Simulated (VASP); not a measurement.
# HfN (P6_3/mmc) in VASP: single point with PBEsol

Aim: the single point of HfN with PBEsol.

All numbers are computed with VASP 6.6.1; they aren't measurements. Logs are shortened: lines on timing, memory, paths and dates and some standing lists are left out, and cuts for length are marked.

### Step 1. The cell of the first run

The structure is hexagonal, space group P6_3/mmc (No. 194). Conventional cell: a = 3.134 Å, b = 3.134 Å, c = 5.417 Å, α = 90.00°, β = 90.00°, γ = 120.00°. Within 3.0 Å of Hf (site symmetry -6m2) lie 6 N at 2.26 Å. N (site symmetry -3m) has 6 Hf at 2.26 Å and 2 N at 2.71 Å within 3.0 Å.

### Step 2. Single point, PBEsol

The input, INCAR:

```
PREC = Accurate ; ENCUT = 520
EDIFF = 1E-7 ; ISMEAR = -1
SIGMA = 0.1 ; LREAL = F
LASPH = T ; NELM = 80
ALGO = Normal ; ISIF = 2
LWAVE = F ; LCHARG = F
GGA = PS ; NBANDS = 23
```

The input, KPOINTS:

```
regular mesh
0
Gamma
  8 8 4
```

The input, POSCAR:

```
HfN
1.0
    3.1339080200      0.0000000000      0.0000000000
   -1.5669540100      2.7140439600      0.0000000000
    0.0000000000      0.0000000000      5.4167677200
Hf N
2 2
Direct
    0.6666666667      0.3333333333      0.7500000000
    0.3333333333      0.6666666667      0.2500000000
    0.0000000000      0.0000000000      0.0000000000
    0.0000000000      0.0000000000      0.5000000000
```

Potentials or basis: VASP PAW PBE potentials, release 64 (Hf_pv, N).

Launch:

```bash
$ cat potpaw_PBE.64/Hf_pv/POTCAR potpaw_PBE.64/N/POTCAR > POTCAR
$ mpirun -np 1 vasp_std > vasp.out
```

OUTCAR:

```text
PREC = Accurate
   ENCUT = 520
   EDIFF = 1E-7
   ISMEAR = -1
   LREAL = F
   LASPH = T
   NELM = 80
   ISIF = 2
   GGA = PS

 ion  position               nearest neighbor table
   1  0.667  0.333  0.750-   3 2.26   4 2.26   3 2.26   4 2.26   3 2.26   4 2.26   2 3.26   2 3.26
                             2 3.26   2 3.26   2 3.26   2 3.26
   2  0.333  0.667  0.250-   3 2.26   4 2.26   3 2.26   4 2.26   3 2.26   4 2.26   1 3.26   1 3.26
                             1 3.26   1 3.26   1 3.26   1 3.26
   3  0.000  0.000  0.000-   1 2.26   2 2.26   1 2.26   2 2.26   1 2.26   2 2.26
   4  0.000  0.000  0.500-   1 2.26   2 2.26   1 2.26   2 2.26   1 2.26   2 2.26

  LATTYP: Found a hexagonal cell.
 ALAT       =     3.1339080200
 C/A-ratio  =     1.7284386413

  Lattice vectors:

 A1 = (   3.1339080200,   0.0000000000,   0.0000000000)
 A2 = (  -1.5669540100,   2.7140439600,   0.0000000000)
 A3 = (   0.0000000000,   0.0000000000,   5.4167677200)

Analysis of symmetry for initial positions (statically):
=====================================================================
 Subroutine PRICEL returns:
 Original cell was already a primitive cell.

 Routine SETGRP: Setting up the symmetry group for a
 hexagonal supercell.

 Subroutine GETGRP returns: Found 24 space group operations
 (whereof 12 operations were pure point group operations)
 out of a pool of 24 trial point group operations.

The static configuration has the point symmetry D_3d.
 The point group associated with its full space group is D_6h.

Analysis of symmetry for dynamics (positions and initial velocities):
=====================================================================
 Subroutine PRICEL returns:
 Original cell was already a primitive cell.

 Routine SETGRP: Setting up the symmetry group for a
 hexagonal supercell.

 Subroutine GETGRP returns: Found 24 space group operations
 (whereof 12 operations were pure point group operations)
 out of a pool of 24 trial point group operations.

The dynamic configuration has the point symmetry D_3d.
 The point group associated with its full space group is D_6h.

 Subroutine INISYM returns: Found 24 space group operations
 (whereof 12 operations are pure point group operations),
 and found     1 'primitive' translations

----------------------------------------------------------------------------------------

                                     Primitive cell

  volume of cell :      46.0727

  direct lattice vectors                    reciprocal lattice vectors
     3.133908020  0.000000000  0.000000000     0.319090412  0.184226935  0.000000000
    -1.566954010  2.714043960  0.000000000     0.000000000  0.368453870  0.000000000
     0.000000000  0.000000000  5.416767720     0.000000000  0.000000000  0.184611940

  length of vectors
     3.133908020  3.133908021  5.416767720     0.368453870  0.368453870  0.184611940

  position of ions in fractional coordinates (direct lattice)
     0.666666667  0.333333333  0.750000000
     0.333333333  0.666666667  0.250000000
     0.000000000  0.000000000  0.000000000
     0.000000000  0.000000000  0.500000000

  ion indices of the primitive-cell ions
   primitive index   ion index
                 1           1
                 2           2
                 3           3
                 4           4

----------------------------------------------------------------------------------------

 KPOINTS: regular mesh

Automatic generation of k-mesh.
 Grid dimensions read from file:
 generate k-points for:    8    8    4

 Generating k-lattice:

  Cartesian coordinates                     Fractional coordinates (reciprocal lattice)
     0.039886301  0.023028367  0.000000000     0.125000000  0.000000000  0.000000000
     0.000000000  0.046056734  0.000000000     0.000000000  0.125000000  0.000000000
     0.000000000  0.000000000  0.046152985     0.000000000  0.000000000  0.250000000

  Length of vectors
     0.046056734  0.046056734  0.046152985

  Shift w.r.t. Gamma in fractional coordinates (k-lattice)
     0.000000000  0.000000000  0.000000000

 Subroutine IBZKPT returns following result:
 ===========================================

 Found     30 irreducible k-points:

 Following reciprocal coordinates:
            Coordinates               Weight
  0.000000  0.000000  0.000000      1.000000
  0.125000  0.000000  0.000000      6.000000
  0.250000  0.000000  0.000000      6.000000
  0.375000 -0.000000  0.000000      6.000000
  0.500000  0.000000  0.000000      3.000000
  0.125000  0.125000  0.000000      6.000000
[... 16 lines left out ...]
  0.250000  0.000000  0.500000      6.000000
  0.375000 -0.000000  0.500000      6.000000
 [... further k-points ...]
   k-points           NKPTS =     30   k-points in BZ     NKDIM =     30   number of bands    NBANDS=     23
   number of dos      NEDOS =    301   number of ions     NIONS =      4
   total plane-waves  NPLWV =  23040
   dimension x,y,z NGX =    24 NGY =   24 NGZ =   40
   dimension x,y,z NGXF=    48 NGYF=   48 NGZF=   80
   ions per type =               2   2
   NGX,Y,Z   is equivalent  to a cutoff of  12.73, 12.73, 12.28 a.u.
   NGXF,Y,Z  is equivalent  to a cutoff of  25.46, 25.46, 24.55 a.u.
 SYSTEM =  unknown system
   PREC   = accura    normal or accurate (medium, high low for compatibility)
   ISTART =      0    job   : 0-new  1-cont  2-samecut
   ICHARG =      2    charge: 1-file 2-atom 10-const
   ISPIN  =      1    spin polarized calculation?
   LNONCOLLINEAR =      F non collinear calculations
   LSORBIT =      F    spin-orbit coupling
   LASPH  =      T    aspherical Exc in radial PAW
   ENCUT  =  520.0 eV  38.22 Ry    6.18 a.u.   5.83  5.83 10.07*2*pi/ulx,y,z
   NELM   =     80;   NELMIN=  2; NELMDL= -5     # of ELM steps
   EDIFF  = 0.1E-06   stopping-criterion for ELM
   LREAL  =      F    real-space projection
   EDIFFG = 0.1E-05   stopping-criterion for IOM
   NSW    =      0    number of steps for IOM
   IBRION =     -1    ionic relax: 0-MD 1-quasi-New 2-CG
   NFREE  =      0    steps in history (QN), initial steepest desc. (CG)
   ISIF   =      2    stress and relaxation
   ISYM   =      2    0-nonsym 1-usesym 2-fastsym
   POTIM  = 0.5000    time-step for ionic-motion
   TEBEG  =    0.0;   TEEND  =   0.0 temperature during run
   PSTRESS=    0.0 pullay stress
   NELECT =      30.0000    total number of electrons
   NUPDOWN=      -1.0000    fix difference up-down
   EMIN   =  10.00;   EMAX   =-10.00  energy-range for DOS
   EFERMI =   0.00;   METHOD = LEGACY
   ISMEAR =    -1;   SIGMA  =   0.10  broadening in eV -4-tet -1-fermi 0-gaus
   EFERMI_NEDOS =   21; number of points for ismear=-14 and -15
   IALGO  =     38    algorithm
   IMIX   =      4    mixing-type and parameters
     AMIX     =   0.40;   BMIX     =  1.00
     AMIX_MAG =   1.60;   BMIX_MAG =  1.00
  volume/ion in A,a.u.               =      11.52        77.73
  Fermi-wavevector in a.u.,A,eV,Ry     =   1.418951  2.681429 27.394278  2.013423
  Thomas-Fermi vector in A             =   2.540023
   LORBIT       =      0    0 simple, 1 ext, 2 COOP (PROOUT), +10 PAW based schemes
   GGA     = PS    functional components
   LHFCALC =     F    Hartree Fock is set to
   AEXX    =    0.0000 exact exchange contribution
   IVDW    =     0    specifies the selected vdW correction
   LEPSILON=     F    determine dielectric tensor
   LRPA    =     F    only Hartree local field effects (RPA)
 non-spin polarized calculation
  energy-cutoff  :      520.00
  volume of cell :       46.07
 maximum number of plane-waves:      1275
 NGX is ok and might be reduce to    24
   NGX = 11   NGY = 11   NGZ = 21

 number of electron      30.0000001 magnetization

 Free energy of the ion-electron system (eV)
  ---------------------------------------------------
  ext. energy  EPLUGINS =         0.00000000
  ---------------------------------------------------
  free energy    TOTEN  =       -45.85943705 eV

  energy without entropy =      -45.81026260  energy(sigma->0) =      -45.83484982

 E-fermi :   7.6134     XC(G=0): -12.9038

 val. band max:        7.6103029788   @ k =   0.1250   0.0000   0.2500
 cond. band min:       7.6159140266   @ k =   0.2500   0.2500   0.5000
 fundamental gap:      0.0056110478
 Fermi energy:         7.6134239918

 k-point     1 :       0.0000    0.0000    0.0000
  band No.  band energies     occupation
      1     -23.8823      2.00000
      2     -23.0112      2.00000
      3     -22.9101      2.00000
      4     -22.9101      2.00000
      5     -22.8485      2.00000
      6     -22.8485      2.00000
[... 15 lines left out ...]
     22      13.4023      0.00000
     23      13.4023      0.00000

 k-point     2 :       0.1250    0.0000    0.0000
  band No.  band energies     occupation
      1     -23.8267      2.00000
      2     -23.0439      2.00000
      3     -23.0166      2.00000
      4     -22.9744      2.00000
      5     -22.9505      2.00000
      6     -22.8620      2.00000
[... 15 lines left out ...]
     22      12.8604      0.00000
     23      13.3503      0.00000

 k-point     3 :       0.2500    0.0000    0.0000
  band No.  band energies     occupation
      1     -23.6803      2.00000
      2     -23.3696      2.00000
      3     -23.2485      2.00000
      4     -23.0401      2.00000
      5     -23.0367      2.00000
      6     -22.9047      2.00000
[... 15 lines left out ...]
     22      12.9076      0.00000
     23      13.1353      0.00000

 k-point     4 :       0.3750   -0.0000    0.0000
  band No.  band energies     occupation
      1     -23.6807      2.00000
      2     -23.5036      2.00000
      3     -23.5005      2.00000
      4     -23.1161      2.00000
      5     -23.0946      2.00000
      6     -22.9523      2.00000
[... 15 lines left out ...]
     22      13.5465      0.00000
     23      14.5121      0.00000

 k-point     5 :       0.5000    0.0000    0.0000
  band No.  band energies     occupation
      1     -23.8046      2.00000
      2     -23.6056      2.00000
      3     -23.3974      2.00000
      4     -23.1479      2.00000
      5     -23.1450      2.00000
      6     -22.9726      2.00000
[... 15 lines left out ...]
     22      13.5836      0.00000
     23      15.4618      0.00000

 k-point     6 :       0.1250    0.1250    0.0000
  band No.  band energies     occupation
      1     -23.7256      2.00000
      2     -23.2303      2.00000
      3     -23.2089      2.00000
      4     -23.0311      2.00000
      5     -22.9889      2.00000
      6     -22.9232      2.00000
[... 15 lines left out ...]
     22      12.5118      0.00000
     23      12.5583      0.00000

 k-point     7 :       0.2500    0.1250    0.0000
  band No.  band energies     occupation
      1     -23.5607      2.00000
      2     -23.5372      2.00000
      3     -23.4143      2.00000
      4     -23.1114      2.00000
      5     -23.0713      2.00000
      6     -22.9977      2.00000
[... 353 lines left out ...]
     22      14.0865      0.00000
     23      15.2304      0.00000

 k-point    21 :       0.0000    0.0000    0.5000
  band No.  band energies     occupation
      1     -23.4673      2.00000
      2     -23.4673      2.00000
      3     -22.8793      2.00000
      4     -22.8793      2.00000
      5     -22.8793      2.00000
      6     -22.8793      2.00000
[... 15 lines left out ...]
     22      10.7502      0.00000
     23      12.1015      0.00000

 k-point    22 :       0.1250    0.0000    0.5000
  band No.  band energies     occupation
      1     -23.4595      2.00000
      2     -23.4595      2.00000
      3     -22.9866      2.00000
      4     -22.9866      2.00000
      5     -22.9064      2.00000
      6     -22.9064      2.00000
[... 15 lines left out ...]
     22      12.0785      0.00000
     23      12.8656      0.00000

 k-point    23 :       0.2500    0.0000    0.5000
  band No.  band energies     occupation
      1     -23.5077      2.00000
      2     -23.5077      2.00000
      3     -23.1665      2.00000
      4     -23.1665      2.00000
      5     -22.9712      2.00000
      6     -22.9712      2.00000
[... 15 lines left out ...]
     22      12.8821      0.00000
     23      14.1232      0.00000

 k-point    24 :       0.3750   -0.0000    0.5000
  band No.  band energies     occupation
      1     -23.6926      2.00000
      2     -23.6926      2.00000
      3     -23.1937      2.00000
      4     -23.1937      2.00000
      5     -23.0350      2.00000
      6     -23.0350      2.00000
[... 15 lines left out ...]
     22      13.2406      0.00000
     23      14.9935      0.00000

 [... further k-points ...]

------------------------ aborting loop because EDIFF is reached ----------------------------------------

  FORCE on cell =-STRESS in cart. coord.  units (eV):
  Direction    XX          YY          ZZ          XY          YZ          ZX
  --------------------------------------------------------------------------------------
  -------------------------------------------------------------------------------------
  Total       -1.2021987     -1.2021987     -1.2491890      0.0000000      0.0000000      0.0000000
  in kB      -41.8064702    -41.8064702    -43.4405572      0.0000000      0.0000000      0.0000000
  external PRESSURE =     -42.3511659 kB  Pullay stress =       0.0000000 kB

 VOLUME and BASIS-vectors are now :
 -----------------------------------------------------------------------------
  energy-cutoff  :      520.00
  volume of cell :       46.07
      direct lattice vectors                 reciprocal lattice vectors
     3.133908020  0.000000000  0.000000000     0.319090412  0.184226935  0.000000000
    -1.566954010  2.714043960  0.000000000     0.000000000  0.368453870  0.000000000
     0.000000000  0.000000000  5.416767720     0.000000000  0.000000000  0.184611940

 POSITION                                       TOTAL-FORCE (eV/Angst)
 -----------------------------------------------------------------------------------
      1.56695      0.90468      4.06258         0.000000      0.000000      0.000000
     -0.00000      1.80936      1.35419        -0.000000     -0.000000      0.000000
      0.00000      0.00000      0.00000         0.000000     -0.000000      0.000000
      0.00000      0.00000      2.70838        -0.000000     -0.000000      0.000000
 -----------------------------------------------------------------------------------
    total drift:                               -0.000000      0.000000     -0.000000

  FREE ENERGIE OF THE ION-ELECTRON SYSTEM (eV)
  ---------------------------------------------------
  free  energy   TOTEN  =       -45.8594370516 eV

  energy  without entropy=      -45.8102625964  energy(sigma->0) =      -45.83484982
```

It took 36 s on 1 thread of AMD EPYC 7R43 (Zen 3), shared host; peak memory 0.14 GiB.

Results:

```
Free energy            : -45.8594 eV
Pressure               : -4.2 GPa
Band gap on the k mesh : zero (band 15 reaches 9.62 eV, above the bottom of band 16 at 7.31 eV)
```

Caveat: the PAW data sets were made with another functional, which shifts forces and pressure a little; spin-orbit coupling is left out, which moves the levels of the heavy elements.
